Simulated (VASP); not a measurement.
# GaN (Fm-3m) in VASP: notebook

The runs below take GaN through single point, relaxation of cell and atoms, with LDA.

Everything below comes from runs of VASP 6.6.1. Logs are shortened: lines on timing, memory, paths and dates and some standing lists are left out, and cuts for length are marked.

## (1) The cell of the first run

It takes space group Fm-3m (No. 225, cubic). The conventional cell has a = 4.181 Å, b = 4.181 Å, c = 4.181 Å, α = 90.00°, β = 90.00°, γ = 90.00°. Ga (site symmetry m-3m) has 6 N at 2.09 Å within 2.8 Å. N (site symmetry m-3m) has 6 Ga at 2.09 Å within 2.8 Å.

## (2) Single point, LDA

INCAR reads:

```
SYSTEM = GaN
  PREC = Accurate
  ENCUT = 520
  EDIFF = 1E-7
  ISMEAR = 0
  SIGMA = 0.02
  LREAL = .False.
  LASPH = .True.
  NELM = 60
  ALGO = Normal
  ISIF = 2
  LWAVE = .False.
  LCHARG = .True.
  LELF = .True.
  LVHAR = .True.
  NBANDS = 16
```

KPOINTS reads:

```
regular mesh
0
Gamma
  14 14 14
  0 0 0
```

POSCAR reads:

```
GaN
1.0
    0.0000000000      2.0905020284      2.0905020284
    2.0905020284      0.0000000000      2.0905020284
    2.0905020284      2.0905020284      0.0000000000
Ga N
1 1
Direct
    0.0000000000      0.0000000000      0.0000000000
    0.5000000000      0.5000000000      0.5000000000
```

Potentials or basis: VASP PAW LDA potentials, release 64 (Ga_d, N).

Started as:

```bash
$ cat potpaw_LDA.64/Ga_d/POTCAR potpaw_LDA.64/N/POTCAR > POTCAR
$ mpirun -np 1 vasp_std > vasp.out
```

OUTCAR:

```text
SYSTEM = GaN
   PREC = Accurate
   ENCUT = 520
   EDIFF = 1E-7
   ISMEAR = 0
   LREAL = .False.
   LASPH = .True.
   NELM = 60
   ISIF = 2

 ion  position               nearest neighbor table
   1  0.000  0.000  0.000-   2 2.09   2 2.09   2 2.09   2 2.09   2 2.09   2 2.09
   2  0.500  0.500  0.500-   1 2.09   1 2.09   1 2.09   1 2.09   1 2.09   1 2.09

  LATTYP: Found a face centered cubic cell.
 ALAT       =     4.1810040568

  Lattice vectors:

 A1 = (   0.0000000000,   2.0905020284,   2.0905020284)
 A2 = (   2.0905020284,   0.0000000000,   2.0905020284)
 A3 = (   2.0905020284,   2.0905020284,   0.0000000000)

Analysis of symmetry for initial positions (statically):
=====================================================================
 Subroutine PRICEL returns:
 Original cell was already a primitive cell.

 Routine SETGRP: Setting up the symmetry group for a
 face centered cubic supercell.

 Subroutine GETGRP returns: Found 48 space group operations
[... 9 lines left out ...]

 Routine SETGRP: Setting up the symmetry group for a
 face centered cubic supercell.

 Subroutine GETGRP returns: Found 48 space group operations
[... 11 lines left out ...]
                                     Primitive cell

  volume of cell :      18.2718

  direct lattice vectors                    reciprocal lattice vectors
     0.000000000  2.090502028  2.090502028    -0.239176998  0.239176998  0.239176998
     2.090502028  0.000000000  2.090502028     0.239176998 -0.239176998  0.239176998
     2.090502028  2.090502028  0.000000000     0.239176998  0.239176998 -0.239176998

  length of vectors
     2.956416321  2.956416321  2.956416321     0.414266713  0.414266713  0.414266713

  position of ions in fractional coordinates (direct lattice)
     0.000000000  0.000000000  0.000000000
     0.500000000  0.500000000  0.500000000

  ion indices of the primitive-cell ions
   primitive index   ion index
                 1           1
                 2           2

----------------------------------------------------------------------------------------

 KPOINTS: regular mesh

Automatic generation of k-mesh.
 Grid dimensions read from file:
 generate k-points for:   14   14   14

 Generating k-lattice:

  Cartesian coordinates                     Fractional coordinates (reciprocal lattice)
    -0.017084071  0.017084071  0.017084071     0.071428571  0.000000000  0.000000000
     0.017084071 -0.017084071  0.017084071     0.000000000  0.071428571  0.000000000
     0.017084071  0.017084071 -0.017084071     0.000000000  0.000000000  0.071428571

[... 49 lines left out ...]
   ICHARG =      2    charge: 1-file 2-atom 10-const
   ISPIN  =      1    spin polarized calculation?
   LNONCOLLINEAR =      F non collinear calculations
   LSORBIT =      F    spin-orbit coupling
   LASPH  =      T    aspherical Exc in radial PAW
   ENCUT  =  520.0 eV  38.22 Ry    6.18 a.u.   5.50  5.50  5.50*2*pi/ulx,y,z
   NELM   =     60;   NELMIN=  2; NELMDL= -5     # of ELM steps
   EDIFF  = 0.1E-06   stopping-criterion for ELM
   LREAL  =      F    real-space projection
   EDIFFG = 0.1E-05   stopping-criterion for IOM
   NSW    =      0    number of steps for IOM
   IBRION =     -1    ionic relax: 0-MD 1-quasi-New 2-CG
   NFREE  =      0    steps in history (QN), initial steepest desc. (CG)
   ISIF   =      2    stress and relaxation
   ISYM   =      2    0-nonsym 1-usesym 2-fastsym
   POTIM  = 0.5000    time-step for ionic-motion
   TEBEG  =    0.0;   TEEND  =   0.0 temperature during run
   PSTRESS=    0.0 pullay stress
   NELECT =      18.0000    total number of electrons
   NUPDOWN=      -1.0000    fix difference up-down
   EMIN   =  10.00;   EMAX   =-10.00  energy-range for DOS
   EFERMI =   0.00;   METHOD = LEGACY
   ISMEAR =     0;   SIGMA  =   0.02  broadening in eV -4-tet -1-fermi 0-gaus
   EFERMI_NEDOS =   21; number of points for ismear=-14 and -15
   IALGO  =     38    algorithm
   IMIX   =      4    mixing-type and parameters
     AMIX     =   0.40;   BMIX     =  1.00
     AMIX_MAG =   1.60;   BMIX_MAG =  1.00
  volume/ion in A,a.u.               =       9.14        61.65
  Fermi-wavevector in a.u.,A,eV,Ry     =   1.628940  3.078250 36.102316  2.653445
  Thomas-Fermi vector in A             =   2.721488
   LORBIT       =      0    0 simple, 1 ext, 2 COOP (PROOUT), +10 PAW based schemes
   GGA     = CA    functional components
   LHFCALC =     F    Hartree Fock is set to
   AEXX    =    0.0000 exact exchange contribution
   IVDW    =     0    specifies the selected vdW correction
   LEPSILON=     F    determine dielectric tensor
   LRPA    =     F    only Hartree local field effects (RPA)
 non-spin polarized calculation
 Gauss-broadening in eV      SIGMA  =   0.02
  energy-cutoff  :      520.00
  volume of cell :       18.27
 maximum number of plane-waves:       531
 NGX is ok and might be reduce to    24

 number of electron      17.9999998 magnetization

 Free energy of the ion-electron system (eV)
  ---------------------------------------------------
  ext. energy  EPLUGINS =         0.00000000
  ---------------------------------------------------
  free energy    TOTEN  =       -13.08259088 eV

  energy without entropy =      -13.08259088  energy(sigma->0) =      -13.08259088

 E-fermi :   8.2309     XC(G=0): -13.6669

 val. band max:        8.1000668873   @ k =  -0.2143   0.1429   0.0000
 cond. band min:       8.7204280741   @ k =   0.5000   0.5000   0.0000
 fundamental gap:      0.6203611868
 Fermi energy:         8.2308895870

 k-point     1 :       0.0000    0.0000    0.0000
  band No.  band energies     occupation
      1      -9.4367      2.00000
      2      -5.9928      2.00000
      3      -5.9928      2.00000
      4      -5.9928      2.00000
      5      -5.8866      2.00000
      6      -5.8866      2.00000
[... 433 lines left out ...]
      3      -6.0167      2.00000
      4      -5.9626      2.00000
      5      -5.8135      2.00000
      6      -5.8062      2.00000
[... 8 lines left out ...]
     15      28.0295      0.00000
     16      29.1374      0.00000

 [... further k-points ...]
[... 5 lines left out ...]
  --------------------------------------------------------------------------------------
  -------------------------------------------------------------------------------------
  Total        0.1684320      0.1684320      0.1684320     -0.0000000      0.0000000     -0.0000000
  in kB       14.7690807     14.7690807     14.7690807     -0.0000000      0.0000000     -0.0000000
  external PRESSURE =      14.7690807 kB  Pullay stress =       0.0000000 kB

 VOLUME and BASIS-vectors are now :
 -----------------------------------------------------------------------------
  energy-cutoff  :      520.00
  volume of cell :       18.27
      direct lattice vectors                 reciprocal lattice vectors
     0.000000000  2.090502028  2.090502028    -0.239176998  0.239176998  0.239176998
     2.090502028  0.000000000  2.090502028     0.239176998 -0.239176998  0.239176998
     2.090502028  2.090502028  0.000000000     0.239176998  0.239176998 -0.239176998

 POSITION                                       TOTAL-FORCE (eV/Angst)
 -----------------------------------------------------------------------------------
      0.00000      0.00000      0.00000         0.000000      0.000000     -0.000000
      2.09050      2.09050      2.09050        -0.000000      0.000000      0.000000
 -----------------------------------------------------------------------------------
    total drift:                                0.000000     -0.000000     -0.000000

  FREE ENERGIE OF THE ION-ELECTRON SYSTEM (eV)
  ---------------------------------------------------
  free  energy   TOTEN  =       -13.0825908814 eV

  energy  without entropy=      -13.0825908814  energy(sigma->0) =      -13.08259088
```

Run time: 72 s. Hardware: 1 thread of AMD EPYC 7R13, shared host; peak memory 0.12 GiB.

Results:

```
Free energy            : -13.0826 eV
Pressure               : 1.5 GPa
Band gap on the k mesh : 0.62 eV, indirect (least direct gap 3.25 eV)
```

A k mesh can miss the band edges.

## (3) Relaxation of cell and atoms, LDA

INCAR reads:

```
SYSTEM = GaN
  PREC = Accurate
  ENCUT = 600
  EDIFF = 1E-6
  ISMEAR = 0
  SIGMA = 0.02
  LREAL = .FALSE.
  LASPH = .TRUE.
  NELM = 80
  ALGO = Normal
  ISIF = 3
  LWAVE = .FALSE.
  LCHARG = .FALSE.
  GGA = CA
  IBRION = 2
  NSW = 100
  EDIFFG = -0.005
```

KPOINTS reads:

```
Automatic mesh
0
G
  14 14 14
  0 0 0
```

POSCAR is that of step 2.

Potentials or basis: VASP PAW LDA potentials, release 64 (Ga_d, N).

Started as:

```bash
$ cat potpaw_LDA.64/Ga_d/POTCAR potpaw_LDA.64/N/POTCAR > POTCAR
$ mpirun -np 1 vasp_std > vasp.out
```

OUTCAR:

```text
SYSTEM = GaN
   PREC = Accurate
   ENCUT = 600
   EDIFF = 1E-6
   ISMEAR = 0
   LREAL = .FALSE.
   LASPH = .TRUE.
   NELM = 80
   ISIF = 3
   GGA = CA
   IBRION = 2
   NSW = 100
   EDIFFG = -0.005

 ion  position               nearest neighbor table
   1  0.000  0.000  0.000-   2 2.09   2 2.09   2 2.09   2 2.09   2 2.09   2 2.09
   2  0.500  0.500  0.500-   1 2.09   1 2.09   1 2.09   1 2.09   1 2.09   1 2.09

  LATTYP: Found a face centered cubic cell.
 ALAT       =     4.1810040568

  Lattice vectors:

 A1 = (   0.0000000000,   2.0905020284,   2.0905020284)
 A2 = (   2.0905020284,   0.0000000000,   2.0905020284)
 A3 = (   2.0905020284,   2.0905020284,   0.0000000000)

Analysis of symmetry for initial positions (statically):
=====================================================================
 Subroutine PRICEL returns:
 Original cell was already a primitive cell.

 Routine SETGRP: Setting up the symmetry group for a
 face centered cubic supercell.

 Subroutine GETGRP returns: Found 48 space group operations
[... 9 lines left out ...]

 Routine SETGRP: Setting up the symmetry group for a
 face centered cubic supercell.

 Subroutine GETGRP returns: Found 48 space group operations
[... 11 lines left out ...]
                                     Primitive cell

[... 147 lines left out ...]
  Total        0.1466445      0.1466445      0.1466445     -0.0000000     -0.0000000      0.0000000
  in kB       12.8586274     12.8586274     12.8586274     -0.0000000     -0.0000000      0.0000000
  external PRESSURE =      12.8586274 kB  Pullay stress =       0.0000000 kB
[... 203 lines left out ...]
--------------------------------------- Ionic step        7  -------------------------------------------

 number of electron      18.0000001 magnetization

 Free energy of the ion-electron system (eV)
  ---------------------------------------------------
  ext. energy  EPLUGINS =         0.00000000
  ---------------------------------------------------
  free energy    TOTEN  =       -13.08332878 eV

  energy without entropy =      -13.08332878  energy(sigma->0) =      -13.08332878

 E-fermi :   8.1446     XC(G=0): -13.6353

 val. band max:        8.0286787787   @ k =  -0.2143   0.1429   0.0000
 cond. band min:       8.6139270027   @ k =   0.5000   0.5000   0.0000
 fundamental gap:      0.5852482240
 Fermi energy:         8.1446307677

 k-point     1 :       0.0000    0.0000    0.0000
  band No.  band energies     occupation
      1      -9.4513      2.00000
      2      -6.0653      2.00000
      3      -6.0653      2.00000
      4      -6.0653      2.00000
      5      -5.9605      2.00000
      6      -5.9605      2.00000
      7       7.4692      2.00000
      8       7.4692      2.00000
      9       7.4692      2.00000
     10      10.6500      0.00000
     11      22.8397      0.00000
     12      22.8397      0.00000
     13      22.8397      0.00000
[... 354 lines left out ...]
  band No.  band energies     occupation
      1      -8.1305      2.00000
      2      -6.1397      2.00000
      3      -6.0863      2.00000
      4      -6.0351      2.00000
      5      -5.8862      2.00000
      6      -5.8814      2.00000
      7       3.5685      2.00000
      8       6.6823      2.00000
      9       6.9883      2.00000
     10      13.6740      0.00000
     11      16.6797      0.00000
     12      18.2190      0.00000
     13      20.4635      0.00000

 [... further k-points ...]
[... 5 lines left out ...]
  --------------------------------------------------------------------------------------
  -------------------------------------------------------------------------------------
  Total       -0.0063532     -0.0063532     -0.0063532      0.0000000      0.0000000     -0.0000000
  in kB       -0.5540682     -0.5540682     -0.5540682      0.0000000      0.0000000     -0.0000000
  external PRESSURE =      -0.5540682 kB  Pullay stress =       0.0000000 kB
[... 17 lines left out ...]
  FREE ENERGIE OF THE ION-ELECTRON SYSTEM (eV)
  ---------------------------------------------------
  free  energy   TOTEN  =       -13.0833287782 eV

  energy  without entropy=      -13.0833287782  energy(sigma->0) =      -13.08332878

 reached required accuracy - stopping structural energy minimisation
```

Run time: 2.7 min. Hardware: 1 thread of AMD EPYC 7R13, shared host; peak memory 0.13 GiB.

What came out:

```
Free energy                            : -13.0833 eV
Relaxed volume                         : 9.19 Å³/atom
Relaxed cell                           : a = 2.962 Å, b = 2.962 Å, c = 2.962 Å, α = 60.00°, β = 60.00°, γ = 60.00°
Space group after relaxing (to 0.05 Å) : Fm-3m (No. 225)
Energy gained by relaxing              : 0.2 meV/atom
Ionic steps                            : 7
Pressure after relaxing                : -0.1 GPa
Band gap on the k mesh                 : 0.59 eV, indirect (least direct gap 3.18 eV)
```

The path:
| step | energy change (eV) | largest force (eV/Å) | pressure (GPa) | volume (Å³) |
| --- | --- | --- | --- | --- |
| 1 | 0.0000 | 0.0000 | 1.29 | 18.27 |
| 2 | 0.0000 | 0.0000 | -1.56 | 18.47 |
| 3 | -0.0004 | 0.0000 | 0.14 | 18.38 |
| 4 | -0.0004 | 0.0000 | -0.18 | 18.38 |
| 5 | -0.0004 | 0.0000 | -0.14 | 18.38 |
| 6 | -0.0004 | 0.0000 | 0.19 | 18.36 |
| 7 | -0.0004 | 0.0000 | -0.06 | 18.37 |

Final structure:
```
Ga N
1.0
     0.00000    2.09429    2.09429
     2.09429    0.00000    2.09429
     2.09429    2.09429    0.00000
Ga N
1 1
Direct
  0.00000 0.00000 0.00000
  0.50000 0.50000 0.50000
```

Levels at points of the mesh, in eV from the valence-band top:
| k point | band 6 | band 7 | band 8 | band 9 | band 10 | band 11 | band 12 | band 13 |
| --- | --- | --- | --- | --- | --- | --- | --- | --- |
| (0.00, 0.00, 0.00) | -13.99 | -0.56 | -0.56 | -0.56 | 2.62 | 14.81 | 14.81 | 14.81 |
| (0.50, 0.00, 0.00) | -13.85 | -8.49 | -0.17 | -0.17 | 4.78 | 9.05 | 9.05 | 9.59 |
| (0.50, 0.50, 0.00) | -10.81 | -7.40 | -3.18 | -3.18 | 0.59 | 7.79 | 12.04 | 14.62 |

A k mesh can miss the band edges. Expect the measured gap to be larger: semilocal functionals such as LDA lack the derivative discontinuity.

## (4) Single point, LDA

This run uses another cell than the first one: it holds 16 atoms, not 2.

INCAR reads:

```
SYSTEM = GaN
PREC = Accurate
ENCUT = 520
EDIFF = 1E-6
ISMEAR = 0
SIGMA = 0.05
LREAL = Auto
LASPH = .TRUE.
NELM = 60
ALGO = Normal
ISIF = 2
LWAVE = .FALSE.
LCHARG = .FALSE.
GGA = CA
NBANDS = 86
```

KPOINTS reads:

```
regular mesh
0
G
  6 6 6
  0 0 0
```

POSCAR reads:

```
GaN
1.0
    0.0000000000      4.1810040568     -4.1810040568
   -4.1810040568      0.0000000000     -4.1810040568
   -4.1810040568      4.1810040568      0.0000000000
Ga N
8 8
Direct
    0.5000000000      0.5000000000      0.0000000000
    0.0000000000      0.5000000000      0.0000000000
    0.5000000000      0.0000000000      0.0000000000
    0.0000000000      0.0000000000      0.0000000000
    0.5000000000      0.5000000000      0.5000000000
    0.0000000000      0.5000000000      0.5000000000
    0.5000000000      0.0000000000      0.5000000000
    0.0000000000      0.0000000000      0.5000000000
    0.7500000000      0.7500000000      0.2500000000
    0.2500000000      0.7500000000      0.2500000000
    0.7500000000      0.2500000000      0.2500000000
    0.2500000000      0.2500000000      0.2500000000
    0.7500000000      0.7500000000      0.7500000000
    0.2500000000      0.7500000000      0.7500000000
    0.7500000000      0.2500000000      0.7500000000
    0.2500000000      0.2500000000      0.7500000000
```

Started as:

```bash
$ cat potpaw_LDA.64/Ga_d/POTCAR potpaw_LDA.64/N/POTCAR > POTCAR
$ mpirun -np 1 vasp_std > vasp.out
```

Wall time 18 min (1 thread of AMD EPYC 7R13, shared host); peak memory 0.3 GiB.

It converged, with:

```
Free energy            : -104.6663 eV
Pressure               : 1.5 GPa
Band gap on the k mesh : 0.62 eV
```

Levels at points of the mesh, in eV from the valence-band top:
```
           k point  band 68  band 69  band 70  band 71  band 72  band 73  band 74  band 75  band 76  band 77
(0.00, 0.00, 0.00)    -0.17    -0.17    -0.17    -0.17    -0.17     0.62     0.62     0.62     2.68     4.80
(0.50, 0.00, 0.00)    -1.91    -0.41    -0.41    -0.41    -0.41     4.03     4.03     4.03     4.03     4.03
(0.50, 0.50, 0.00)    -1.92    -0.39    -0.39    -0.39    -0.39     4.76     4.76     5.23     5.23     6.42
```

## (5) Overview

| task | cell | k mesh | cutoff (eV) | smearing | gap on the mesh (eV) | pressure (GPa) |
| --- | --- | --- | --- | --- | --- | --- |
| single point | a = 2.956 Å, angles 60.0°, 2 atoms | 14 × 14 × 14 | 520 | gaussian 0.02 eV | 0.62 | 1.5 |
| relaxation of cell and atoms | relaxed from a = 2.956 Å, angles 60.0°, 2 atoms | 14 × 14 × 14 | 600 | gaussian 0.02 eV | 0.59 | -0.1 |
| single point | a = 5.913 Å, angles 60.0°, 16 atoms | 6 × 6 × 6 | 520 | gaussian 0.05 eV | 0.62 | 1.5 |

Alike in all rows: level LDA; potentials or basis VASP PAW LDA potentials, release 64 (Ga_d, N); no spin polarisation.

Total energies depend on the potentials used, so only differences within one code and one set of settings carry meaning.
